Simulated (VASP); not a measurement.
# MgB2 in VASP: single point with r2SCAN

Aim: the single point of MgB2 with r2SCAN.

All numbers are computed with VASP 6.6.1; they aren't measurements. Logs are shortened: lines on timing, memory, paths and dates and some standing lists are left out, and cuts for length are marked.

## (1) The cell of the first run

The typed cell holds 3 atoms: a = 3.067 Å, b = 3.066 Å, c = 3.518 Å, α = 89.99°, β = 90.00°, γ = 119.90°.

## (2) Single point, r2SCAN

The input, POSCAR:

```
MgB2
1.0
    3.0668908349      0.0028247702     -0.0000548954
   -1.5309200229      2.6566074131      0.0002401354
   -0.0000196822      0.0000974107      3.5176863717
Mg B
1 2
Direct
    0.9906879055      0.0081136458      0.9954995628
    0.3208045630      0.6737726772      0.4955021523
    0.6606615315      0.3424616769      0.4955012849
```

The input, INCAR.step1:

```
PREC = Accurate
ENCUT = 920
ISMEAR = -1
SIGMA = 0.1
LREAL = False
LASPH = True
NELM = 120
NBANDS = 15
GGA = PE
ALGO = Normal
EDIFF = 1E-5
LWAVE = True
LCHARG = False
GGA_COMPAT = False
```

The input, INCAR.step2:

```
PREC = Accurate
ENCUT = 920
EDIFF = 1E-6
ISMEAR = -1
SIGMA = 0.1
LREAL = False
LASPH = True
NELM = 120
ALGO = Normal
ISIF = 2
LWAVE = False
LCHARG = True
METAGGA = R2SCAN
LMIXTAU = True
LELF = True
LVHAR = True
NBANDS = 15
ISTART = 1
GGA_COMPAT = False
```

The input, KPOINTS:

```
Automatic mesh
0
Gamma
  7 6 5
  0 0 0.5
```

Potentials or basis: VASP PAW PBE potentials, release 64 (Mg_sv, B).

Run with:

```
$ cat potpaw_PBE.64/Mg_sv/POTCAR potpaw_PBE.64/B/POTCAR > POTCAR
$ cp INCAR.step1 INCAR
$ mpirun -np 1 vasp_std > vasp.out
$ cp INCAR.step2 INCAR
$ mpirun -np 1 vasp_std > vasp.out
```

OUTCAR:

```text
PREC = Accurate
   ENCUT = 920
   EDIFF = 1E-6
   ISMEAR = -1
   LREAL = False
   LASPH = True
   NELM = 120
   ISIF = 2
   METAGGA = R2SCAN
   ISTART = 1

 ion  position               nearest neighbor table
   1  0.991  0.008  0.995-
   2  0.321  0.674  0.496-   3 1.76   3 1.78   3 1.78
   3  0.661  0.342  0.496-   2 1.76   2 1.78   2 1.78

  LATTYP: Found a triclinic cell.
 ALAT       =     3.0661505380
 B/A-ratio  =     1.0002418662
 C/A-ratio  =     1.1472647313
 COS(alpha) =     0.0000234691
 COS(beta)  =     0.0001051048
 COS(gamma) =     0.4984988449

  Lattice vectors:

 A1 = (  -1.5309200229,   2.6566074131,   0.0002401354)
 A2 = (  -3.0668908349,  -0.0028247702,   0.0000548954)
 A3 = (  -0.0000196822,   0.0000974107,   3.5176863717)

Analysis of symmetry for initial positions (statically):
=====================================================================
 Subroutine PRICEL returns:
 Original cell was already a primitive cell.

 Routine SETGRP: Setting up the symmetry group for a
 triclinic supercell.

 Subroutine GETGRP returns: Found  1 space group operations
 (whereof  1 operations were pure point group operations)
 out of a pool of  2 trial point group operations.

The static configuration has the point symmetry C_1 .

Analysis of symmetry for dynamics (positions and initial velocities):
=====================================================================
 Subroutine PRICEL returns:
 Original cell was already a primitive cell.

 Routine SETGRP: Setting up the symmetry group for a
 triclinic supercell.

 Subroutine GETGRP returns: Found  1 space group operations
 (whereof  1 operations were pure point group operations)
 out of a pool of  2 trial point group operations.

The dynamic configuration has the point symmetry C_1 .

 Subroutine INISYM returns: Found  1 space group operations
 (whereof  1 operations are pure point group operations),
 and found     1 'primitive' translations

----------------------------------------------------------------------------------------

                                     Primitive cell

  volume of cell :      28.6756

  direct lattice vectors                    reciprocal lattice vectors
     3.066890835  0.002824770 -0.000054895     0.325890148  0.187800332 -0.000003377
    -1.530920023  2.656607413  0.000240135    -0.000346519  0.376220252 -0.000010420
    -0.000019682  0.000097411  3.517686372     0.000005109 -0.000022752  0.284277760

  length of vectors
     3.066892136  3.066150538  3.517686373     0.376129436  0.376220411  0.284277761

  position of ions in fractional coordinates (direct lattice)
     0.990687906  0.008113646  0.995499563
     0.320804563  0.673772677  0.495502152
     0.660661531  0.342461677  0.495501285

  ion indices of the primitive-cell ions
   primitive index   ion index
                 1           1
                 2           2
                 3           3

----------------------------------------------------------------------------------------

 KPOINTS: Automatic mesh

Automatic generation of k-mesh.
 Grid dimensions read from file:
 generate k-points for:    7    6    5

 Generating k-lattice:

  Cartesian coordinates                     Fractional coordinates (reciprocal lattice)
     0.046555735  0.026828619 -0.000000482     0.142857143  0.000000000  0.000000000
    -0.000057753  0.062703375 -0.000001737     0.000000000  0.166666667  0.000000000
     0.000001022 -0.000004550  0.056855552     0.000000000 -0.000000000  0.200000000

  Length of vectors
     0.053732777  0.062703402  0.056855552

  Shift w.r.t. Gamma in fractional coordinates (k-lattice)
     0.000000000  0.000000000  0.500000000

 Subroutine IBZKPT returns following result:
 ===========================================

 Found    106 irreducible k-points:

 Following reciprocal coordinates:
            Coordinates               Weight
  0.000000  0.000000  0.100000      2.000000
  0.142857 -0.000000  0.100000      2.000000
  0.285714 -0.000000  0.100000      2.000000
  0.428571 -0.000000  0.100000      2.000000
 -0.428571  0.000000  0.100000      2.000000
 -0.285714  0.000000  0.100000      2.000000
[... 16 lines left out ...]
  0.142857  0.500000  0.100000      2.000000
  0.285714  0.500000  0.100000      2.000000
 [... further k-points ...]
   k-points           NKPTS =    106   k-points in BZ     NKDIM =    106   number of bands    NBANDS=     15
   number of dos      NEDOS =    301   number of ions     NIONS =      3
   total plane-waves  NPLWV =  32400
   dimension x,y,z NGX =    30 NGY =   30 NGZ =   36
   dimension x,y,z NGXF=    60 NGYF=   60 NGZF=   72
   ions per type =               1   2
   NGX,Y,Z   is equivalent  to a cutoff of  16.26, 16.27, 17.01 a.u.
   NGXF,Y,Z  is equivalent  to a cutoff of  32.52, 32.53, 34.03 a.u.
 SYSTEM =  unknown system
   PREC   = accura    normal or accurate (medium, high low for compatibility)
   ISTART =      1    job   : 0-new  1-cont  2-samecut
   ICHARG =      0    charge: 1-file 2-atom 10-const
   ISPIN  =      1    spin polarized calculation?
   LNONCOLLINEAR =      F non collinear calculations
   LSORBIT =      F    spin-orbit coupling
   LASPH  =      T    aspherical Exc in radial PAW
   ENCUT  =  920.0 eV  67.62 Ry    8.22 a.u.   7.58  7.58  8.70*2*pi/ulx,y,z
   NELM   =    120;   NELMIN=  2; NELMDL=  0     # of ELM steps
   EDIFF  = 0.1E-05   stopping-criterion for ELM
   LREAL  =      F    real-space projection
   EDIFFG = 0.1E-04   stopping-criterion for IOM
   NSW    =      0    number of steps for IOM
   IBRION =     -1    ionic relax: 0-MD 1-quasi-New 2-CG
   NFREE  =      0    steps in history (QN), initial steepest desc. (CG)
   ISIF   =      2    stress and relaxation
   ISYM   =      2    0-nonsym 1-usesym 2-fastsym
   POTIM  = 0.5000    time-step for ionic-motion
   TEBEG  =    0.0;   TEEND  =   0.0 temperature during run
   PSTRESS=    0.0 pullay stress
   NELECT =      16.0000    total number of electrons
   NUPDOWN=      -1.0000    fix difference up-down
   EMIN   =  10.00;   EMAX   =-10.00  energy-range for DOS
   EFERMI =   0.00;   METHOD = LEGACY
   ISMEAR =    -1;   SIGMA  =   0.10  broadening in eV -4-tet -1-fermi 0-gaus
   EFERMI_NEDOS =   21; number of points for ismear=-14 and -15
   IALGO  =     38    algorithm
   IMIX   =      4    mixing-type and parameters
     AMIX     =   0.40;   BMIX     =  1.00
     AMIX_MAG =   1.60;   BMIX_MAG =  1.00
  volume/ion in A,a.u.               =       9.56        64.50
  Fermi-wavevector in a.u.,A,eV,Ry     =   1.347753  2.546884 24.714152  1.816439
  Thomas-Fermi vector in A             =   2.475478
   LORBIT       =      0    0 simple, 1 ext, 2 COOP (PROOUT), +10 PAW based schemes
   METAGGA = R2SCAN    functional components
   LHFCALC =     F    Hartree Fock is set to
   AEXX    =    0.0000 exact exchange contribution
   IVDW    =     0    specifies the selected vdW correction
   LEPSILON=     F    determine dielectric tensor
   LRPA    =     F    only Hartree local field effects (RPA)
 non-spin polarized calculation
  energy-cutoff  :      920.00
  volume of cell :       28.68
 maximum number of plane-waves:      1839
   NGX = 15   NGY = 15   NGZ = 17

 number of electron      16.0000001 magnetization

 Free energy of the ion-electron system (eV)
  ---------------------------------------------------
  ext. energy  EPLUGINS =         0.00000000
  ---------------------------------------------------
  free energy    TOTEN  =       -19.42120498 eV

  energy without entropy =      -19.39818763  energy(sigma->0) =      -19.40969630

 E-fermi :   5.1602     XC(G=0): -11.8667

 val. band max:        5.1583237188   @ k =   0.1429  -0.0000   0.3000
 cond. band min:       5.2301601101   @ k =   0.4286   0.3333   0.3000
 fundamental gap:      0.0718363913
 Fermi energy:         5.1602452686

 k-point     1 :       0.0000    0.0000    0.1000
  band No.  band energies     occupation
      1     -73.0638      2.00000
      2     -38.1746      2.00000
      3     -38.1685      2.00000
      4     -38.1543      2.00000
      5      -8.0045      2.00000
      6       1.3279      2.00000
      7       5.5296      0.04857
      8       5.7751      0.00426
      9       8.0446      0.00000
     10      11.8219      0.00000
     11      12.0756      0.00000
     12      13.8763      0.00000
     13      16.0985      0.00000
     14      19.3388      0.00000
     15      21.6025      0.00000

 k-point     2 :       0.1429   -0.0000    0.1000
  band No.  band energies     occupation
      1     -73.0631      2.00000
      2     -38.1820      2.00000
      3     -38.1707      2.00000
      4     -38.1531      2.00000
      5      -7.6290      2.00000
      6       1.7037      2.00000
      7       3.8603      2.00000
      8       4.9604      1.76124
      9       8.3557      0.00000
     10      11.7793      0.00000
     11      13.4076      0.00000
     12      13.8904      0.00000
     13      15.4212      0.00000
     14      20.5264      0.00000
     15      20.5629      0.00000

 k-point     3 :       0.2857   -0.0000    0.1000
  band No.  band energies     occupation
      1     -73.0616      2.00000
      2     -38.1994      2.00000
      3     -38.1752      2.00000
      4     -38.1503      2.00000
      5      -6.5171      2.00000
      6       0.7896      2.00000
      7       2.8109      2.00000
      8       3.7529      2.00000
      9       9.1592      0.00000
     10      10.8010      0.00000
     11      11.4522      0.00000
     12      15.7212      0.00000
     13      16.8163      0.00000
     14      19.2539      0.00000
     15      19.4514      0.00000
[... 343 lines left out ...]
 k-point    23 :       0.1429    0.5000    0.1000
  band No.  band energies     occupation
      1     -73.0602      2.00000
      2     -38.2092      2.00000
      3     -38.1855      2.00000
      4     -38.1477      2.00000
      5      -4.4697      2.00000
      6      -1.8834      2.00000
      7       1.5790      2.00000
      8       4.6419      1.98885
      9       8.1807      0.00000
     10      11.0297      0.00000
     11      12.0653      0.00000
     12      14.2108      0.00000
     13      15.8101      0.00000
     14      19.1551      0.00000
     15      20.1081      0.00000

 k-point    24 :       0.2857    0.5000    0.1000
  band No.  band energies     occupation
      1     -73.0601      2.00000
      2     -38.2033      2.00000
      3     -38.1916      2.00000
      4     -38.1477      2.00000
      5      -4.6301      2.00000
      6      -1.0371      2.00000
      7       0.5877      2.00000
      8       4.5713      1.99448
      9       8.5099      0.00000
     10      11.1278      0.00000
     11      13.1536      0.00000
     12      14.0433      0.00000
     13      15.3865      0.00000
     14      17.9084      0.00000
     15      19.4899      0.00000

 [... further k-points ...]

------------------------ aborting loop because EDIFF is reached ----------------------------------------

  FORCE on cell =-STRESS in cart. coord.  units (eV):
  Direction    XX          YY          ZZ          XY          YZ          ZX
  --------------------------------------------------------------------------------------
  -------------------------------------------------------------------------------------
  Total        0.0414782      0.0435999      0.0518866      0.0034258      0.0011871     -0.0002786
  in kB        2.3174892      2.4360318      2.8990276      0.1914077      0.0663279     -0.0155646
  external PRESSURE =       2.5508496 kB  Pullay stress =       0.0000000 kB

 VOLUME and BASIS-vectors are now :
 -----------------------------------------------------------------------------
  energy-cutoff  :      920.00
  volume of cell :       28.68
      direct lattice vectors                 reciprocal lattice vectors
     3.066890835  0.002824770 -0.000054895     0.325890148  0.187800332 -0.000003377
    -1.530920023  2.656607413  0.000240135    -0.000346519  0.376220252 -0.000010420
    -0.000019682  0.000097411  3.517686372     0.000005109 -0.000022752  0.284277760

 POSITION                                       TOTAL-FORCE (eV/Angst)
 -----------------------------------------------------------------------------------
      3.02589      0.02445      3.50180        -0.000536     -0.007486     -0.016819
     -0.04763      1.79090      1.74317         0.003074      0.005031      0.008410
      1.50189      0.91170      1.74306        -0.002538      0.002455      0.008408
 -----------------------------------------------------------------------------------
    total drift:                               -0.001812     -0.011501     -0.025845

  FREE ENERGIE OF THE ION-ELECTRON SYSTEM (eV)
  ---------------------------------------------------
  free  energy   TOTEN  =       -19.4212049775 eV

  energy  without entropy=      -19.3981876298  energy(sigma->0) =      -19.40969630
```

Run time: 3.4 min. Hardware: 1 thread of Intel Xeon Platinum 8488C (Sapphire Rapids), shared host; peak memory 0.24 GiB.

What came out:

| Quantity | Value |
| --- | --- |
| Free energy | -19.4212 eV |
| Pressure | 0.3 GPa |
| Largest force | 0.018 eV/Å |
| Band gap on the k mesh | zero (bands 8 and 9 overlap by 2.52 eV) |

Forces in eV/Å, atoms in the order of the input:
```
Mg  -0.001 -0.007 -0.017
B    0.003  0.005  0.008
B   -0.003  0.002  0.008
```

Levels at points of the mesh, in eV from the Fermi level:
```tsv
k point	band 4	band 5	band 6	band 7	band 8	band 9	band 10	band 11	band 12	band 13
(0.00, 0.00, 0.50)	-43.32	-11.96	-7.77	0.72	0.98	6.93	7.20	8.73	10.65	10.99
(0.00, 0.50, 0.50)	-43.31	-8.18	-7.35	-3.74	-1.99	-1.17	6.19	9.69	9.88	14.28
```

Caveat: the k points lie up to 0.37 Å⁻¹ apart, too coarse for converged energies and pressures of a metal; the PAW data sets were made with another functional, which shifts forces and pressure a little.

The gap in the log of VASP goes by the Fermi energy; the results here count the filled bands.